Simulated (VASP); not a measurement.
Set up this calculation in VASP 6.6.1, as the native input.

- Task: single point
- Functional: PBE
- Potentials or basis: VASP PAW PBE potentials, release 64 (In_d, Sb)
- Cutoff: 520 eV
- k mesh: 14 × 14 × 14
- Occupations: gaussian, width 0.1 eV
- Spin: no spin polarisation
- Dipole correction: no
- Further INCAR settings: ALGO = Normal; EDIFF = 1e-06; NBANDS = 16

The structure of InSb lies in POSCAR:

```
InSb
1.0
    0.0000000000      3.3174071563      3.3174071563
    3.3174071563      0.0000000000      3.3174071563
    3.3174071563      3.3174071563      0.0000000000
In Sb
1 1
Direct
    0.0000000000      0.0000000000      0.0000000000
    0.2500000000      0.2500000000      0.2500000000
```

These files were run (other wordings do the same):

INCAR

```
SYSTEM = InSb
PREC = Accurate
ENCUT = 520
EDIFF = 1E-6
ISMEAR = 0
SIGMA = 0.1
LREAL = .FALSE.
LASPH = .TRUE.
NELM = 60
ALGO = Normal
ISIF = 2
LWAVE = .FALSE.
LCHARG = .FALSE.
GGA = PE
NBANDS = 16
```

KPOINTS

```
regular mesh
0
G
  14 14 14
  0 0 0
```

Potentials or basis: VASP PAW PBE potentials, release 64 (In_d, Sb).

Launch:

```console
$ cat potpaw_PBE.64/In_d/POTCAR potpaw_PBE.64/Sb/POTCAR > POTCAR
$ mpirun -np 1 vasp_std > vasp.out
```

Results of the run:

```
Pressure               : 0.0 GPa
Band gap on the k mesh : zero (filled and empty bands touch)
```

Caveat: spin-orbit coupling is left out, which moves the levels of the heavy elements.

It took 2.3 min on 1 thread of Intel Xeon 6975P-C (shared host), peak memory 0.29 GiB.
